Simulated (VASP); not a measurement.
# LuHfO (P-6m2) in VASP: relaxation of cell and atoms with PBE

Aim: the relaxation of cell and atoms of LuHfO with PBE.

Everything below comes from runs of VASP 6.6.1. Logs are shortened: lines on timing, memory, paths and dates and some standing lists are left out, and cuts for length are marked.

## Step 1: The cell of the first run

Symmetry: P-6m2, No. 187, hexagonal system. The conventional cell has a = 4.024 Å, b = 4.024 Å, c = 4.122 Å, α = 90.00°, β = 90.00°, γ = 120.00°. Within 4.2 Å of Lu (site symmetry -6m2) lie 6 Hf at 3.11 Å and 6 O at 3.11 Å and 8 Lu at 4.02 to 4.12 Å. Within 3.2 Å of Hf (site symmetry -6m2) lie 3 O at 2.32 Å and 6 Lu at 3.11 Å. O (site symmetry -6m2) has 3 Hf at 2.32 Å and 6 Lu at 3.11 Å within 3.2 Å.

The cell was generated, and may not be a known phase.

## Step 2: Relaxation of cell and atoms, PBE

Contents of INCAR:

```
SYSTEM = LuHfO
  PREC = Accurate
  ENCUT = 600
  EDIFF = 1E-7
  ISMEAR = 0
  SIGMA = 0.1
  LREAL = .False.
  LASPH = .True.
  NELM = 100
  ALGO = Normal
  ISIF = 3
  LWAVE = .False.
  LCHARG = .False.
  GGA = PE
  IBRION = 2
  NSW = 100
  EDIFFG = -0.01
```

Contents of KPOINTS:

```
Automatic mesh
0
Gamma
  12 12 12
  0 0 0
```

Contents of POSCAR:

```
LuHfO
1.0
    4.0241624900      0.0000000000      0.0000000000
   -2.0120812500      3.4850269500      0.0000000000
    0.0000000000      0.0000000000      4.1217299600
Lu Hf O
1 1 1
Direct
    0.0000000000      0.0000000000      0.0000000000
    0.3333333300      0.6666666700      0.5000000000
    0.6666666700      0.3333333300      0.5000000000
```

Potentials or basis: VASP PAW PBE potentials, release 64 (Lu, Hf_pv, O).

Started as:

```bash
> cat potpaw_PBE.64/Lu/POTCAR potpaw_PBE.64/Hf_pv/POTCAR potpaw_PBE.64/O/POTCAR > POTCAR
> mpirun -np 1 vasp_std > vasp.out
```

OUTCAR:

```text
SYSTEM = LuHfO
   PREC = Accurate
   ENCUT = 600
   EDIFF = 1E-7
   ISMEAR = 0
   LREAL = .False.
   LASPH = .True.
   NELM = 100
   ISIF = 3
   GGA = PE
   IBRION = 2
   NSW = 100
   EDIFFG = -0.01

 ion  position               nearest neighbor table
   1  0.000  0.000  0.000-   2 3.11   2 3.11   2 3.11   2 3.11   2 3.11   2 3.11
   2  0.333  0.667  0.500-   3 2.32   3 2.32   3 2.32   1 3.11   1 3.11   1 3.11   1 3.11   1 3.11
                             1 3.11
   3  0.667  0.333  0.500-   2 2.32   2 2.32   2 2.32

  LATTYP: Found a hexagonal cell.
 ALAT       =     4.0241624900
 C/A-ratio  =     1.0242454101

  Lattice vectors:

 A1 = (   4.0241624900,   0.0000000000,   0.0000000000)
 A2 = (  -2.0120812500,   3.4850269500,   0.0000000000)
 A3 = (   0.0000000000,   0.0000000000,   4.1217299600)

Analysis of symmetry for initial positions (statically):
=====================================================================
 Subroutine PRICEL returns:
 Original cell was already a primitive cell.

 Routine SETGRP: Setting up the symmetry group for a
 hexagonal supercell.

 Subroutine GETGRP returns: Found 12 space group operations
 (whereof 12 operations were pure point group operations)
 out of a pool of 24 trial point group operations.

The static configuration has the point symmetry D_3h.

Analysis of symmetry for dynamics (positions and initial velocities):
=====================================================================
 Subroutine PRICEL returns:
 Original cell was already a primitive cell.

 Routine SETGRP: Setting up the symmetry group for a
 hexagonal supercell.

 Subroutine GETGRP returns: Found 12 space group operations
 (whereof 12 operations were pure point group operations)
 out of a pool of 24 trial point group operations.

The dynamic configuration has the point symmetry D_3h.

 Subroutine INISYM returns: Found 12 space group operations
 (whereof 12 operations are pure point group operations),
 and found     1 'primitive' translations

----------------------------------------------------------------------------------------

                                     Primitive cell

  volume of cell :      57.8044

  direct lattice vectors                    reciprocal lattice vectors
     4.024162490  0.000000000  0.000000000     0.248498912  0.143470914  0.000000000
    -2.012081250  3.485026950  0.000000000     0.000000000  0.286941827  0.000000000
     0.000000000  0.000000000  4.121729960     0.000000000  0.000000000  0.242616574

  length of vectors
     4.024162490  4.024162497  4.121729960     0.286941827  0.286941827  0.242616574

  position of ions in fractional coordinates (direct lattice)
     0.000000000  0.000000000  0.000000000
     0.333333330  0.666666670  0.500000000
     0.666666670  0.333333330  0.500000000

  ion indices of the primitive-cell ions
   primitive index   ion index
                 1           1
                 2           2
                 3           3

----------------------------------------------------------------------------------------

 KPOINTS: Automatic mesh

Automatic generation of k-mesh.
 Grid dimensions read from file:
 generate k-points for:   12   12   12

 Generating k-lattice:

  Cartesian coordinates                     Fractional coordinates (reciprocal lattice)
     0.020708243  0.011955909  0.000000000     0.083333333  0.000000000  0.000000000
     0.000000000  0.023911819  0.000000000     0.000000000  0.083333333  0.000000000
     0.000000000  0.000000000  0.020218048     0.000000000  0.000000000  0.083333333

  Length of vectors
     0.023911819  0.023911819  0.020218048

  Shift w.r.t. Gamma in fractional coordinates (k-lattice)
     0.000000000  0.000000000  0.000000000

 Subroutine IBZKPT returns following result:
 ===========================================

 Found    133 irreducible k-points:

 Following reciprocal coordinates:
            Coordinates               Weight
  0.000000  0.000000  0.000000      1.000000
  0.083333 -0.000000  0.000000      6.000000
  0.166667 -0.000000  0.000000      6.000000
  0.250000  0.000000  0.000000      6.000000
  0.333333 -0.000000  0.000000      6.000000
  0.416667  0.000000  0.000000      6.000000
[... 16 lines left out ...]
  0.250000  0.000000  0.083333     12.000000
  0.333333 -0.000000  0.083333     12.000000
 [... further k-points ...]
   k-points           NKPTS =    133   k-points in BZ     NKDIM =    133   number of bands    NBANDS=     24
   number of dos      NEDOS =    301   number of ions     NIONS =      3
   total plane-waves  NPLWV =  36864
   dimension x,y,z NGX =    32 NGY =   32 NGZ =   36
   dimension x,y,z NGXF=    64 NGYF=   64 NGZF=   72
   ions per type =               1   1   1
   NGX,Y,Z   is equivalent  to a cutoff of  13.22, 13.22, 14.52 a.u.
   NGXF,Y,Z  is equivalent  to a cutoff of  26.44, 26.44, 29.04 a.u.
 SYSTEM =  LuHfO
   PREC   = accura    normal or accurate (medium, high low for compatibility)
   ISTART =      0    job   : 0-new  1-cont  2-samecut
   ICHARG =      2    charge: 1-file 2-atom 10-const
   ISPIN  =      1    spin polarized calculation?
   LNONCOLLINEAR =      F non collinear calculations
   LSORBIT =      F    spin-orbit coupling
   LASPH  =      T    aspherical Exc in radial PAW
   ENCUT  =  600.0 eV  44.10 Ry    6.64 a.u.   8.04  8.04  8.23*2*pi/ulx,y,z
   NELM   =    100;   NELMIN=  2; NELMDL= -5     # of ELM steps
   EDIFF  = 0.1E-06   stopping-criterion for ELM
   LREAL  =      F    real-space projection
   EDIFFG = -.1E-01   stopping-criterion for IOM
   NSW    =    100    number of steps for IOM
   IBRION =      2    ionic relax: 0-MD 1-quasi-New 2-CG
   NFREE  =      1    steps in history (QN), initial steepest desc. (CG)
   ISIF   =      3    stress and relaxation
   ISYM   =      2    0-nonsym 1-usesym 2-fastsym
   POTIM  = 0.5000    time-step for ionic-motion
   TEBEG  =    0.0;   TEEND  =   0.0 temperature during run
   PSTRESS=    0.0 pullay stress
   NELECT =      41.0000    total number of electrons
   NUPDOWN=      -1.0000    fix difference up-down
   EMIN   =  10.00;   EMAX   =-10.00  energy-range for DOS
   EFERMI =   0.00;   METHOD = LEGACY
   ISMEAR =     0;   SIGMA  =   0.10  broadening in eV -4-tet -1-fermi 0-gaus
   EFERMI_NEDOS =   21; number of points for ismear=-14 and -15
   IALGO  =     38    algorithm
   IMIX   =      4    mixing-type and parameters
     AMIX     =   0.40;   BMIX     =  1.00
     AMIX_MAG =   1.60;   BMIX_MAG =  1.00
  volume/ion in A,a.u.               =      19.27       130.03
  Fermi-wavevector in a.u.,A,eV,Ry     =   1.459987  2.758976 29.001671  2.131563
  Thomas-Fermi vector in A             =   2.576490
   LORBIT       =      0    0 simple, 1 ext, 2 COOP (PROOUT), +10 PAW based schemes
   GGA     = PE    functional components
   LHFCALC =     F    Hartree Fock is set to
   AEXX    =    0.0000 exact exchange contribution
   IVDW    =     0    specifies the selected vdW correction
   LEPSILON=     F    determine dielectric tensor
   LRPA    =     F    only Hartree local field effects (RPA)
 conjugate gradient relaxation of ions
 non-spin polarized calculation
 Gauss-broadening in eV      SIGMA  =   0.10
  energy-cutoff  :      600.00
  volume of cell :       57.80
 maximum number of plane-waves:      1948
   NGX = 17   NGY = 17   NGZ = 17

--------------------------------------- Ionic step        1  -------------------------------------------

 number of electron      41.0000009 magnetization

 Free energy of the ion-electron system (eV)
  ---------------------------------------------------
  ext. energy  EPLUGINS =         0.00000000
  ---------------------------------------------------
  free energy    TOTEN  =       -21.27676696 eV

  energy without entropy =      -21.25162316  energy(sigma->0) =      -21.26419506

------------------------ aborting loop because EDIFF is reached ----------------------------------------

  FORCE on cell =-STRESS in cart. coord.  units (eV):
  Direction    XX          YY          ZZ          XY          YZ          ZX
  --------------------------------------------------------------------------------------
  -------------------------------------------------------------------------------------
  Total       -3.0646780     -3.0646780      2.6078056      0.0000000      0.0000000      0.0000000
  in kB      -84.9443000    -84.9443002     72.2810759      0.0000001      0.0000000      0.0000000
  external PRESSURE =     -32.5358414 kB  Pullay stress =       0.0000000 kB
[... 92 lines left out ...]
  FREE ENERGIE OF THE ION-ELECTRON SYSTEM (eV)
  ---------------------------------------------------
  free  energy   TOTEN  =       -21.7323494256 eV

  energy  without entropy=      -21.7131093269  energy(sigma->0) =      -21.72272938

 E-fermi :   4.3491     XC(G=0): -11.0259

 val. band max:        4.3372414769   @ k =   0.4167   0.0000   0.0833
 cond. band min:       4.3632984431   @ k =   0.1667   0.1667   0.1667
 fundamental gap:      0.0260569662
 Fermi energy:         4.3491053971

 k-point     1 :       0.0000    0.0000    0.0000
  band No.  band energies     occupation
      1     -52.1287      2.00000
      2     -26.9646      2.00000
      3     -26.9646      2.00000
      4     -26.9287      2.00000
      5     -22.8525      2.00000
      6     -22.5829      2.00000
[... 637 lines left out ...]
     23       5.4140      0.00000
     24       5.7444      0.00000

 [... further k-points ...]

[... ionic steps 4 to 15 ...]

--------------------------------------- Ionic step       16  -------------------------------------------

 number of electron      41.0000007 magnetization

------------------------ aborting loop because EDIFF is reached ----------------------------------------
[... 69 lines left out ...]
--------------------------------------- Ionic step       18  -------------------------------------------

 number of electron      41.0000014 magnetization

 Free energy of the ion-electron system (eV)
  ---------------------------------------------------
  ext. energy  EPLUGINS =         0.00000000
  ---------------------------------------------------
  free energy    TOTEN  =       -23.09182072 eV

  energy without entropy =      -23.07209450  energy(sigma->0) =      -23.08195761

 E-fermi :   3.8620     XC(G=0): -10.6321

 val. band max:        3.8523316621   @ k =   0.4167   0.0000   0.0833
 cond. band min:       3.8620190239   @ k =   0.1667   0.0833   0.0833
 fundamental gap:      0.0096873617
 Fermi energy:         3.8620116081

 k-point     1 :       0.0000    0.0000    0.0000
  band No.  band energies     occupation
      1     -52.8414      2.00000
      2     -27.6729      2.00000
      3     -27.6729      2.00000
      4     -27.6578      2.00000
      5     -23.5381      2.00000
      6     -23.3233      2.00000
[... 637 lines left out ...]
     23       4.8920      0.00000
     24       5.1149      0.00000

 [... further k-points ...]

------------------------ aborting loop because EDIFF is reached ----------------------------------------

  FORCE on cell =-STRESS in cart. coord.  units (eV):
  Direction    XX          YY          ZZ          XY          YZ          ZX
  --------------------------------------------------------------------------------------
  -------------------------------------------------------------------------------------
  Total        0.0200588      0.0200588     -0.0079431     -0.0000000      0.0000000      0.0000000
  in kB        0.5130132      0.5130132     -0.2031474     -0.0000000      0.0000000      0.0000000
  external PRESSURE =       0.2742930 kB  Pullay stress =       0.0000000 kB
[... 18 lines left out ...]
  FREE ENERGIE OF THE ION-ELECTRON SYSTEM (eV)
  ---------------------------------------------------
  free  energy   TOTEN  =       -23.0918207187 eV

  energy  without entropy=      -23.0720944961  energy(sigma->0) =      -23.08195761

 reached required accuracy - stopping structural energy minimisation
```

Run time: 31 min. Hardware: 1 thread of Intel Xeon 6975P-C (Granite Rapids), shared host; peak memory 0.42 GiB.

Results:

| Property | Result |
| --- | --- |
| Free energy | -23.0918 eV |
| Relaxed volume | 20.88 Å³/atom |
| Relaxed cell | a = 3.527 Å, b = 3.527 Å, c = 5.816 Å, α = 90.00°, β = 90.00°, γ = 120.00° |
| Space group after relaxing (to 0.1 Å) | P-6m2 (No. 187) |
| Energy gained by relaxing | 605.0 meV/atom |
| Ionic steps | 18 |
| Pressure after relaxing | 0.0 GPa |
| Band gap on the k mesh | zero (an odd number of electrons rules out a gap without spin polarisation) |

Step by step:
```tsv
step	energy change (eV)	largest force (eV/Å)	pressure (GPa)	volume (Å³)
1	0.0000	0.0000	-3.25	57.80
2	-0.3440	0.0000	3.87	54.44
3	-0.4556	0.0000	19.57	50.01
4	-0.5289	0.0000	20.62	50.01
5	-0.6960	0.0000	24.51	49.92
6	-0.6036	0.0000	36.23	49.29
7	-0.7512	0.0000	29.19	49.69
8	-1.0863	0.0000	23.60	51.66
9	-1.6643	0.0000	10.45	57.66
10	-1.3009	0.0000	-5.97	70.22
11	-1.7459	0.0000	4.84	61.11
12	-1.7871	0.0000	3.24	61.49
13	-1.8120	0.0000	0.16	62.27
14	-1.8136	0.0000	0.70	62.13
15	-1.8136	0.0000	0.75	62.11
16	-1.8144	0.0000	0.52	62.29
17	-1.8150	0.0000	0.15	62.56
18	-1.8151	0.0000	0.03	62.65
```

Final structure:
```yaml
crystal:
  lattice:
    - [3.52662, 0.00000, 0.00000]
    - [-1.76331, 3.05414, 0.00000]
    - [0.00000, 0.00000, 5.81622]
  atoms:
    - { symbol: Lu, position: [0.00000, 0.00000, 0.00000] }
    - { symbol: Hf, position: [0.33333, 0.66667, 0.50000] }
    - { symbol: O, position: [0.66667, 0.33333, 0.50000] }
```

Caveat: a cell axis changed by over 15 % at a fixed basis, so the end point is rough; spin-orbit coupling is left out, which moves the levels of the heavy elements; an odd number of electrons without spin polarisation forces a metal; a magnetic or distorted state may lie lower.
